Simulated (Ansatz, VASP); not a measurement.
**One calculation of TaN, two programs**

The input INCAR:

```
  PREC = Accurate
  ENCUT = 600
  EDIFF = 1E-7
  ISMEAR = 0
  SIGMA = 0.1
  LREAL = False
  LASPH = True
  NELM = 120
  ALGO = Normal
  ISIF = 3
  LWAVE = False
  LCHARG = False
  GGA = PS
  IBRION = 2
  NSW = 100
  EDIFFG = -0.002
  GGA_COMPAT = False
  NELMIN = 4
```

File KPOINTS:

```
regular mesh
0
Gamma
  16 16 16
```

POSCAR

```
TaN
1.0
    0.0000000000      2.1890869179      2.1890869179
    2.1890869179      0.0000000000      2.1890869179
    2.1890869179      2.1890869179      0.0000000000
Ta N
1 1
Direct
    0.5000000000      0.5000000000      0.5000000000
    0.0000000000      0.0000000000      0.0000000000
```

Input for Ansatz:

```yaml
crystal:
  lattice:
    - [0.0, 2.1890869179, 2.1890869179]
    - [2.1890869179, 0.0, 2.1890869179]
    - [2.1890869179, 2.1890869179, 0.0]
  atoms:
    - { symbol: Ta, position: [0.5, 0.5, 0.5] }
    - { symbol: "N", position: [0.0, 0.0, 0.0] }
basis:
  ecutwfc: 420
kpoints:
  mp_grid: { grid: [16, 16, 16] }
hamiltonian:
  xc: pbesol
  pseudopotentials: { kind: paw }
scf:
  occupations: { method: gaussian, width: 0.1 }
output:
  forces: true
  stress: true
  eigenvalues: true
  write_density: true
  write_potential: true
  elf: true
  volumetric_format: npy
relax:
  adjacent_minimum: "off"
  f_tol: 0.002
  max_steps: 80
  cell: { stress_tol: 0.02 }
```

Alike in both runs: task relaxation of cell and atoms; functional PBEsol; k mesh 16 × 16 × 16; occupations gaussian, width 0.1 eV; no spin polarisation.

|  | VASP | Ansatz |
| --- | --- | --- |
| version | VASP 6.6.1 | Ansatz 0.2.0 |
| potentials or method | VASP PAW PBE potentials, release 64 (Ta_pv, N), cutoff 600 eV | scalar-relativistic, plane waves, PAW |
| valence electrons in the cell | 16 | 18 |

|  | VASP | Ansatz | Ansatz less VASP |
| --- | --- | --- | --- |
| gap on the k mesh at the Fermi level, each at its own relaxed structure (eV) | none | none | - |
| relaxed volume (Å³/atom) | 10.50 | 10.47 | -0.026 |
| relaxed cell length with the largest relative difference (Å) | 3.097 | 3.094 | -0.0025 |

VASP's potentials were made for PBE, not for PBEsol. A gap of «none» marks a metal or a gap that the smearing closes. VASP's potentials hold 16 valence electrons a cell and Ansatz's 18, so a difference there can come from the potentials and not from the codes.

Spin-orbit coupling is off throughout.
